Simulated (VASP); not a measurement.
# PbO (P4/nmm) in VASP: notebook

Runs on PbO. Level: PBEsol. Tasks: single point.

Everything below comes from runs of VASP 6.6.1. Logs are shortened: lines on timing, memory, paths and dates and some standing lists are left out, and cuts for length are marked.

### Step 1. The cell of the first run

Symmetry: P4/nmm, No. 129, tetragonal system. Conventional cell: a = 3.974 Å, b = 3.974 Å, c = 5.097 Å, α = 90.00°, β = 90.00°, γ = 90.00°. Pb (site symmetry 4mm) has 4 O at 2.32 Å within 3.1 Å. O (site symmetry -4m2) has 4 Pb at 2.32 Å and 4 O at 2.81 Å within 3.1 Å.

### Step 2. Single point, PBEsol (strain +0.000 along x and y, +0.015 along z)

Contents of INCAR:

```
PREC = Accurate
ENCUT = 520
EDIFF = 1E-6
ISMEAR = 0
SIGMA = 0.05
LREAL = F
LASPH = T
NELM = 100
ALGO = Normal
ISIF = 2
LWAVE = F
LCHARG = F
GGA = PS
NBANDS = 28
```

Contents of KPOINTS:

```
regular mesh
0
Gamma
  8 8 6
```

Contents of POSCAR:

```
PbO
1.0
    3.9744000000      0.0000000000      0.0000000000
    0.0000000000      3.9744000000      0.0000000000
    0.0000000000      0.0000000000      5.0973300000
Pb O
2 2
Direct
    0.0000000000      0.5000000000      0.2351000000
    0.5000000000      0.0000000000      0.7649000000
    0.0000000000      0.0000000000      0.0000000000
    0.5000000000      0.5000000000      0.0000000000
```

Potentials or basis: VASP PAW PBE potentials, release 64 (Pb_d, O).

Started as:

```
$ cat potpaw_PBE.64/Pb_d/POTCAR potpaw_PBE.64/O/POTCAR > POTCAR
$ mpirun -np 1 vasp_std > vasp.out
```

OUTCAR:

```text
PREC = Accurate
   ENCUT = 520
   EDIFF = 1E-6
   ISMEAR = 0
   LREAL = F
   LASPH = T
   NELM = 100
   ISIF = 2
   GGA = PS

 ion  position               nearest neighbor table
   1  0.000  0.500  0.235-   3 2.32   4 2.32   3 2.32   4 2.32   2 3.69   2 3.69   2 3.69   2 3.69
                             2 3.90   2 3.90   2 3.90   2 3.90
   2  0.500  0.000  0.765-   3 2.32   4 2.32   4 2.32   3 2.32   1 3.69   1 3.69   1 3.69   1 3.69
                             1 3.90   1 3.90   1 3.90   1 3.90
   3  0.000  0.000  0.000-   1 2.32   2 2.32   1 2.32   2 2.32
   4  0.500  0.500  0.000-   1 2.32   2 2.32   2 2.32   1 2.32

  LATTYP: Found a simple tetragonal cell.
 ALAT       =     3.9744000000
 C/A-ratio  =     1.2825407609

  Lattice vectors:

 A1 = (   3.9744000000,   0.0000000000,   0.0000000000)
 A2 = (   0.0000000000,   3.9744000000,   0.0000000000)
 A3 = (   0.0000000000,   0.0000000000,   5.0973300000)

Analysis of symmetry for initial positions (statically):
=====================================================================
 Subroutine PRICEL returns:
 Original cell was already a primitive cell.

 Routine SETGRP: Setting up the symmetry group for a
 simple tetragonal supercell.

 Subroutine GETGRP returns: Found 16 space group operations
 (whereof  8 operations were pure point group operations)
 out of a pool of 16 trial point group operations.

The static configuration has the point symmetry D_2d.
 The point group associated with its full space group is D_4h.

Analysis of symmetry for dynamics (positions and initial velocities):
=====================================================================
 Subroutine PRICEL returns:
 Original cell was already a primitive cell.

 Routine SETGRP: Setting up the symmetry group for a
 simple tetragonal supercell.

 Subroutine GETGRP returns: Found 16 space group operations
 (whereof  8 operations were pure point group operations)
 out of a pool of 16 trial point group operations.

The dynamic configuration has the point symmetry D_2d.
 The point group associated with its full space group is D_4h.

 Subroutine INISYM returns: Found 16 space group operations
 (whereof  8 operations are pure point group operations),
 and found     1 'primitive' translations

----------------------------------------------------------------------------------------

                                     Primitive cell

  volume of cell :      80.5167

  direct lattice vectors                    reciprocal lattice vectors
     3.974400000  0.000000000  0.000000000     0.251610306  0.000000000  0.000000000
     0.000000000  3.974400000  0.000000000     0.000000000  0.251610306  0.000000000
     0.000000000  0.000000000  5.097330000     0.000000000  0.000000000  0.196181138

  length of vectors
     3.974400000  3.974400000  5.097330000     0.251610306  0.251610306  0.196181138

  position of ions in fractional coordinates (direct lattice)
     0.000000000  0.500000000  0.235100000
     0.500000000  0.000000000  0.764900000
     0.000000000  0.000000000  0.000000000
     0.500000000  0.500000000  0.000000000

  ion indices of the primitive-cell ions
   primitive index   ion index
                 1           1
                 2           2
                 3           3
                 4           4

----------------------------------------------------------------------------------------

 KPOINTS: regular mesh

Automatic generation of k-mesh.
 Grid dimensions read from file:
 generate k-points for:    8    8    6

 Generating k-lattice:

  Cartesian coordinates                     Fractional coordinates (reciprocal lattice)
     0.031451288  0.000000000  0.000000000     0.125000000  0.000000000  0.000000000
     0.000000000  0.031451288  0.000000000     0.000000000  0.125000000  0.000000000
     0.000000000  0.000000000  0.032696856     0.000000000  0.000000000  0.166666667

  Length of vectors
     0.031451288  0.031451288  0.032696856

  Shift w.r.t. Gamma in fractional coordinates (k-lattice)
     0.000000000  0.000000000  0.000000000

 Subroutine IBZKPT returns following result:
 ===========================================

 Found     60 irreducible k-points:

 Following reciprocal coordinates:
            Coordinates               Weight
  0.000000  0.000000  0.000000      1.000000
  0.125000  0.000000  0.000000      4.000000
  0.250000  0.000000  0.000000      4.000000
  0.375000  0.000000  0.000000      4.000000
  0.500000  0.000000  0.000000      2.000000
  0.125000  0.125000  0.000000      4.000000
[... 16 lines left out ...]
  0.375000  0.125000  0.166667     16.000000
  0.500000  0.125000  0.166667      8.000000
 [... further k-points ...]
   k-points           NKPTS =     60   k-points in BZ     NKDIM =     60   number of bands    NBANDS=     28
   number of dos      NEDOS =    301   number of ions     NIONS =      4
   total plane-waves  NPLWV =  36000
   dimension x,y,z NGX =    30 NGY =   30 NGZ =   40
   dimension x,y,z NGXF=    60 NGYF=   60 NGZF=   80
   ions per type =               2   2
   NGX,Y,Z   is equivalent  to a cutoff of  12.55, 12.55, 13.05 a.u.
   NGXF,Y,Z  is equivalent  to a cutoff of  25.10, 25.10, 26.09 a.u.
 SYSTEM =  unknown system
   PREC   = accura    normal or accurate (medium, high low for compatibility)
   ISTART =      0    job   : 0-new  1-cont  2-samecut
   ICHARG =      2    charge: 1-file 2-atom 10-const
   ISPIN  =      1    spin polarized calculation?
   LNONCOLLINEAR =      F non collinear calculations
   LSORBIT =      F    spin-orbit coupling
   LASPH  =      T    aspherical Exc in radial PAW
   ENCUT  =  520.0 eV  38.22 Ry    6.18 a.u.   7.39  7.39  9.48*2*pi/ulx,y,z
   NELM   =    100;   NELMIN=  2; NELMDL= -5     # of ELM steps
   EDIFF  = 0.1E-05   stopping-criterion for ELM
   LREAL  =      F    real-space projection
   EDIFFG = 0.1E-04   stopping-criterion for IOM
   NSW    =      0    number of steps for IOM
   IBRION =     -1    ionic relax: 0-MD 1-quasi-New 2-CG
   NFREE  =      0    steps in history (QN), initial steepest desc. (CG)
   ISIF   =      2    stress and relaxation
   ISYM   =      2    0-nonsym 1-usesym 2-fastsym
   POTIM  = 0.5000    time-step for ionic-motion
   TEBEG  =    0.0;   TEEND  =   0.0 temperature during run
   PSTRESS=    0.0 pullay stress
   NELECT =      40.0000    total number of electrons
   NUPDOWN=      -1.0000    fix difference up-down
   EMIN   =  10.00;   EMAX   =-10.00  energy-range for DOS
   EFERMI =   0.00;   METHOD = LEGACY
   ISMEAR =     0;   SIGMA  =   0.05  broadening in eV -4-tet -1-fermi 0-gaus
   EFERMI_NEDOS =   21; number of points for ismear=-14 and -15
   IALGO  =     38    algorithm
   IMIX   =      4    mixing-type and parameters
     AMIX     =   0.40;   BMIX     =  1.00
     AMIX_MAG =   1.60;   BMIX_MAG =  1.00
  volume/ion in A,a.u.               =      20.13       135.84
  Fermi-wavevector in a.u.,A,eV,Ry     =   1.296581  2.450182 22.873044  1.681121
  Thomas-Fermi vector in A             =   2.428028
   LORBIT       =      0    0 simple, 1 ext, 2 COOP (PROOUT), +10 PAW based schemes
   GGA     = PS    functional components
   LHFCALC =     F    Hartree Fock is set to
   AEXX    =    0.0000 exact exchange contribution
   IVDW    =     0    specifies the selected vdW correction
   LEPSILON=     F    determine dielectric tensor
   LRPA    =     F    only Hartree local field effects (RPA)
 non-spin polarized calculation
 Gauss-broadening in eV      SIGMA  =   0.05
  energy-cutoff  :      520.00
  volume of cell :       80.52
 maximum number of plane-waves:      2210
 NGX is ok and might be reduce to    30
   NGX = 15   NGY = 15   NGZ = 19

 number of electron      40.0000001 magnetization

 Free energy of the ion-electron system (eV)
  ---------------------------------------------------
  ext. energy  EPLUGINS =         0.00000000
  ---------------------------------------------------
  free energy    TOTEN  =       -22.87346094 eV

  energy without entropy =      -22.87346094  energy(sigma->0) =      -22.87346094

 E-fermi :   5.0670     XC(G=0): -10.0013

 val. band max:        4.8544505100   @ k =   0.1250   0.0000   0.0000
 cond. band min:       6.0308822478   @ k =   0.5000   0.5000   0.0000
 fundamental gap:      1.1764317378
 Fermi energy:         5.0669781110

 k-point     1 :       0.0000    0.0000    0.0000
  band No.  band energies     occupation
      1     -13.4561      2.00000
      2     -12.8939      2.00000
      3     -11.0937      2.00000
      4     -11.0937      2.00000
      5     -11.0286      2.00000
      6     -11.0246      2.00000
[... 20 lines left out ...]
     27      12.2802      0.00000
     28      12.8426      0.00000

 k-point     2 :       0.1250    0.0000    0.0000
  band No.  band energies     occupation
      1     -13.4217      2.00000
      2     -12.9059      2.00000
      3     -11.0865      2.00000
      4     -11.0850      2.00000
      5     -11.0172      2.00000
      6     -11.0149      2.00000
[... 20 lines left out ...]
     27      12.5181      0.00000
     28      13.8775      0.00000

 k-point     3 :       0.2500    0.0000    0.0000
  band No.  band energies     occupation
      1     -13.3318      2.00000
      2     -12.9444      2.00000
      3     -11.0664      2.00000
      4     -11.0607      2.00000
      5     -10.9897      2.00000
      6     -10.9840      2.00000
[... 20 lines left out ...]
     27      12.7954      0.00000
     28      15.6953      0.00000

 k-point     4 :       0.3750    0.0000    0.0000
  band No.  band energies     occupation
      1     -13.2172      2.00000
      2     -13.0120      2.00000
      3     -11.0379      2.00000
      4     -11.0286      2.00000
      5     -10.9810      2.00000
      6     -10.9789      2.00000
[... 20 lines left out ...]
     27      13.2369      0.00000
     28      15.1613      0.00000

 k-point     5 :       0.5000    0.0000    0.0000
  band No.  band energies     occupation
      1     -13.1055      2.00000
      2     -13.1055      2.00000
      3     -11.0070      2.00000
      4     -11.0070      2.00000
      5     -10.9986      2.00000
      6     -10.9986      2.00000
[... 20 lines left out ...]
     27      13.9972      0.00000
     28      13.9972      0.00000

 k-point     6 :       0.1250    0.1250    0.0000
  band No.  band energies     occupation
      1     -13.3898      2.00000
      2     -12.9169      2.00000
      3     -11.0899      2.00000
      4     -11.0645      2.00000
      5     -11.0077      2.00000
      6     -11.0069      2.00000
[... 463 lines left out ...]
      5     -11.0128      2.00000
      6     -10.9993      2.00000
[... 20 lines left out ...]
     27      13.1507      0.00000
     28      14.3631      0.00000

 k-point    22 :       0.2500    0.1250    0.1667
  band No.  band energies     occupation
      1     -13.3060      2.00000
      2     -12.9514      2.00000
      3     -11.0651      2.00000
      4     -11.0382      2.00000
      5     -10.9906      2.00000
      6     -10.9718      2.00000
[... 20 lines left out ...]
     27      13.7280      0.00000
     28      15.1286      0.00000

 k-point    23 :       0.3750    0.1250    0.1667
  band No.  band energies     occupation
      1     -13.2034      2.00000
      2     -13.0153      2.00000
      3     -11.0423      2.00000
      4     -11.0151      2.00000
      5     -10.9879      2.00000
      6     -10.9653      2.00000
[... 20 lines left out ...]
     27      13.9427      0.00000
     28      14.4736      0.00000

 k-point    24 :       0.5000    0.1250    0.1667
  band No.  band energies     occupation
      1     -13.1020      2.00000
      2     -13.1020      2.00000
      3     -11.0196      2.00000
      4     -11.0196      2.00000
      5     -10.9813      2.00000
      6     -10.9813      2.00000
[... 20 lines left out ...]
     27      14.1590      0.00000
     28      14.1590      0.00000

 [... further k-points ...]
[... 5 lines left out ...]
  --------------------------------------------------------------------------------------
  -------------------------------------------------------------------------------------
  Total        0.0521986      0.0521986     -0.2488929      0.0000000     -0.0000000      0.0000000
  in kB        1.0386835      1.0386835     -4.9526453      0.0000000     -0.0000000      0.0000000
  external PRESSURE =      -0.9584261 kB  Pullay stress =       0.0000000 kB

 VOLUME and BASIS-vectors are now :
 -----------------------------------------------------------------------------
  energy-cutoff  :      520.00
  volume of cell :       80.52
      direct lattice vectors                 reciprocal lattice vectors
     3.974400000  0.000000000  0.000000000     0.251610306  0.000000000  0.000000000
     0.000000000  3.974400000  0.000000000     0.000000000  0.251610306  0.000000000
     0.000000000  0.000000000  5.097330000     0.000000000  0.000000000  0.196181138

 POSITION                                       TOTAL-FORCE (eV/Angst)
 -----------------------------------------------------------------------------------
      0.00000      1.98720      1.19838         0.000000      0.000000     -0.100998
      1.98720      0.00000      3.89895         0.000000      0.000000      0.100998
      0.00000      0.00000      0.00000         0.000000      0.000000      0.000000
      1.98720      1.98720      0.00000         0.000000     -0.000000      0.000000
 -----------------------------------------------------------------------------------
    total drift:                                0.000000      0.000000     -0.000000

  FREE ENERGIE OF THE ION-ELECTRON SYSTEM (eV)
  ---------------------------------------------------
  free  energy   TOTEN  =       -22.8734609414 eV

  energy  without entropy=      -22.8734609414  energy(sigma->0) =      -22.87346094
```

Run time: 67 s. Hardware: 1 thread of AMD EPYC 9R45 (Zen 5), shared host; peak memory 0.22 GiB.

Results:

* Free energy: -22.8735 eV
* Pressure: -0.1 GPa
* Largest force: 0.101 eV/Å
* Band gap on the k mesh: 1.18 eV, indirect (least direct gap 2.18 eV)

Forces on the atoms (eV/Å):
```
Pb   0.000  0.000 -0.101
Pb   0.000  0.000  0.101
O    0.000  0.000  0.000
O    0.000  0.000  0.000
```

Caveat: the cell differs from its parent crystal (strain +0.000 along x and y, +0.015 along z); the PAW data sets were made with another functional, which shifts forces and pressure a little; spin-orbit coupling is left out, which moves the levels of the heavy elements. A k mesh can miss the band edges.

### Step 3. Single point, PBEsol (strain +0.015 along x and y, -0.015 along z)

Contents of INCAR:

```
ALGO     = Normal         # electronic algorithm
EDIFF    = 1E-6           # SCF threshold, eV
ENCUT    = 520            # plane-wave cutoff, eV
GGA      = PS             # functional
ISIF     = 2              # what is computed and relaxed
ISMEAR   = 0              # smearing method
LASPH    = T              # aspherical terms in the spheres
LCHARG   = F              # write CHGCAR
LREAL    = F              # projectors in reciprocal space
LWAVE    = F              # write WAVECAR
NBANDS   = 28             # bands
NELM     = 80             # most SCF steps
PREC     = Accurate       # precision mode
SIGMA    = 0.05           # smearing width, eV
```

Contents of KPOINTS:

```
k-points
0
Gamma
  8 8 6
```

Contents of POSCAR:

```
PbO
1.0
    4.0340160000      0.0000000000      0.0000000000
    0.0000000000      4.0340160000      0.0000000000
    0.0000000000      0.0000000000      4.9466700000
Pb O
2 2
Direct
    0.0000000000      0.5000000000      0.2351000000
    0.5000000000      0.0000000000      0.7649000000
    0.0000000000      0.0000000000      0.0000000000
    0.5000000000      0.5000000000      0.0000000000
```

Potentials or basis: VASP PAW PBE potentials, release 64 (Pb_d, O).

Started as:

```
$ cat potpaw_PBE.64/Pb_d/POTCAR potpaw_PBE.64/O/POTCAR > POTCAR
$ mpirun -np 1 vasp_std > vasp.out
```

Run time: 65 s. Hardware: 1 thread of AMD EPYC 9R45 (Zen 5), shared host; peak memory 0.22 GiB.

The run converged. Its results:

| Quantity | Value |
| --- | --- |
| Free energy | -22.8675 eV |
| Pressure | -0.5 GPa |
| Largest force | 0.068 eV/Å |
| Band gap on the k mesh | 1.28 eV, indirect (least direct gap 2.18 eV) |

Forces in eV/Å, atoms in the order of the input:
```
Pb   0.000  0.000  0.068
Pb   0.000  0.000 -0.068
O    0.000  0.000  0.000
O    0.000  0.000  0.000
```

Stress tensor (GPa, compression positive):
```
-0.97  0.00  0.00
 0.00 -0.97  0.00
 0.00  0.00  0.36
```

Levels at points of the mesh, in eV from the valence-band top:
```csv
k point,band 18,band 19,band 20,band 21,band 22,band 23
"(0.00, 0.00, 0.00)",-1.64,-1.58,-0.04,2.31,5.46,5.64
"(0.50, 0.00, 0.00)",-2.96,-1.48,-1.48,3.44,3.44,6.48
"(0.50, 0.50, 0.00)",-1.48,-1.00,-1.00,1.28,1.28,5.36
"(0.00, 0.00, 0.50)",-1.67,-1.63,-0.68,1.74,4.00,4.00
"(0.50, 0.00, 0.50)",-2.92,-0.84,-0.84,3.13,3.13,6.26
"(0.50, 0.50, 0.50)",-2.12,-1.00,-1.00,3.59,3.59,4.80
```

Caveat: the cell differs from its parent crystal (strain +0.015 along x and y, -0.015 along z); the PAW data sets were made with another functional, which shifts forces and pressure a little; spin-orbit coupling is left out, which moves the levels of the heavy elements. A k mesh can miss the band edges.
